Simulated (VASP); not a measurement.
**Al2O3: electric field gradients with PBEsol**

Crystal: Al2O3.

```
Al O
1.0
     2.38025    1.37424    4.33187
    -2.38025    1.37424    4.33187
     0.00000   -2.74848    4.33187
Al O
4 6
Direct
  0.35208 0.35208 0.35208
  0.14792 0.14792 0.14792
  0.64792 0.64792 0.64792
  0.85208 0.85208 0.85208
  0.55646 0.94354 0.25000
  0.25000 0.55646 0.94354
  0.94354 0.25000 0.55646
  0.44354 0.05646 0.75000
  0.75000 0.44354 0.05646
  0.05646 0.75000 0.44354
```

* Program: VASP 6.6.1
* Task: electric field gradients
* Functional: PBEsol
* Potentials or basis: VASP PAW PBE potentials, release 64 (Al, O)
* Cutoff: 520 eV
* k mesh: 8 × 8 × 8
* Occupations: fermi-dirac, width 0.02 eV
* Spin: no spin polarisation
* Dipole correction: no
* Further INCAR settings: ALGO = Normal; EDIFF = 1e-08; NBANDS = 35

The pressure is 1.8 GPa and the largest force is 0.061 eV/Å. The band gap on the k mesh is 6.13 eV and the largest electric field gradient by atom is Al +6.2; O -36.4 V/Å².

Forces in eV/Å, atoms in the order of the input:
```
Al   0.000  0.000 -0.028
Al   0.000  0.000  0.028
Al   0.000  0.000  0.028
Al   0.000  0.000 -0.028
O   -0.061  0.000  0.000
O    0.030 -0.052  0.000
O    0.030  0.052  0.000
O    0.061  0.000  0.000
O   -0.030  0.052  0.000
O   -0.030 -0.052  0.000
```

Stress tensor (GPa, compression positive):
```
2.03 0.00 0.00
0.00 2.03 0.00
0.00 0.00 1.35
```

Levels at points of the mesh, in eV from the valence-band top:
```tsv
k point	band 21	band 22	band 23	band 24	band 25	band 26	band 27	band 28
(0.00, 0.00, 0.00)	-0.50	-0.04	-0.04	0.00	6.13	8.98	10.67	11.38
(0.50, 0.00, 0.00)	-0.92	-0.92	-0.28	-0.28	9.34	9.34	9.53	9.53
(0.50, 0.50, 0.00)	-1.03	-0.93	-0.75	-0.26	9.46	9.63	9.82	10.28
(0.50, 0.50, 0.50)	-0.38	-0.38	-0.38	-0.38	8.56	8.56	10.94	10.94
```

Electric field gradients, principal values (V/Å²):
| atom | least | middle | greatest (by size) |
| --- | --- | --- | --- |
| 1 Al | -3.111 | -3.111 | 6.223 |
| 2 Al | -3.111 | -3.111 | 6.223 |
| 3 Al | -3.111 | -3.111 | 6.223 |
| 4 Al | -3.111 | -3.111 | 6.223 |
| 5 O | 9.094 | 27.331 | -36.425 |
| 6 O | 9.094 | 27.331 | -36.425 |
| 7 O | 9.094 | 27.331 | -36.425 |
| 8 O | 9.094 | 27.331 | -36.425 |
| 9 O | 9.094 | 27.331 | -36.425 |
| 10 O | 9.094 | 27.331 | -36.425 |

Wall time 8 min on 1 thread of Oxide Virtual Turin-like Processor (shared host), peak memory 0.28 GiB.

Caveat: without QUAD_EFG the Cq values of the log hold for a quadrupole moment of 1 mb, not for the nuclei; the PAW data sets were made with another functional, which shifts forces and pressure a little. A k mesh can miss the band edges.
